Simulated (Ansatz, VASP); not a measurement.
This is a calculation of AgCl for Ansatz 0.2.0.

Contents of input.yaml:

```yaml
crystal:
  lattice:
    - [0.0, 2.7531131106, 2.7531131106]
    - [2.7531131106, 0.0, 2.7531131106]
    - [2.7531131106, 2.7531131106, 0.0]
  atoms:
    - { symbol: Ag, position: [0.0, 0.0, 0.0] }
    - { symbol: Cl, position: [0.5, 0.5, 0.5] }
kpoints:
  mp_grid: { grid: [8, 8, 8] }
scf:
  occupations: { method: fermi_dirac, width: 0.05 }
hamiltonian:
  xc: pbesol
  pseudopotentials: { kind: all_electron, lapw: { basis_error: 0.0005 } }
output:
  forces: true
  stress: true
  eigenvalues: true
```

Potentials or basis: all-electron LAPW, scalar-relativistic.

Command:

```bash
$ ansatz run input.yaml --threads 1 --pin off --max-ram 3072MiB --backend cpu --events-out ev --progress --plain --runs-dir out
```

**Question.** Translate it to VASP 6.6.1. Potentials there: VASP PAW PBE potentials, release 64 (Ag, Cl).

**Answer.** As run (the cutoff follows the program's own potentials):

Contents of INCAR:

```
  PREC = Accurate
  ENCUT = 520
  EDIFF = 1E-6
  ISMEAR = -1
  SIGMA = 0.05
  LREAL = F
  LASPH = T
  NELM = 100
  ALGO = Normal
  ISIF = 2
  LWAVE = F
  LCHARG = F
  GGA = PS
  NBANDS = 16
```

File KPOINTS:

```
regular mesh
0
Gamma
  8 8 8
```

POSCAR

```
AgCl
1.0
    0.0000000000      2.7531131106      2.7531131106
    2.7531131106      0.0000000000      2.7531131106
    2.7531131106      2.7531131106      0.0000000000
Ag Cl
1 1
Direct
    0.0000000000      0.0000000000      0.0000000000
    0.5000000000      0.5000000000      0.5000000000
```

Potentials or basis: VASP PAW PBE potentials, release 64 (Ag, Cl).

Launch:

```console
$ cat potpaw_PBE.64/Ag/POTCAR potpaw_PBE.64/Cl/POTCAR > POTCAR
$ mpirun -np 1 vasp_std > vasp.out
```

Both were run:

|  | VASP | Ansatz | Ansatz less VASP |
| --- | --- | --- | --- |
| gap on the k mesh at the Fermi level (eV) | 0.73 | 0.73 | +0.005 |
| least direct gap on the mesh (eV) | 3.11 | 3.12 | +0.004 |
| pressure (GPa) | -1.8 | -1.7 | +0.11 |

VASP's potentials were made for PBE, not for PBEsol. Ansatz ran all-electron here, and VASP with PAW potentials.
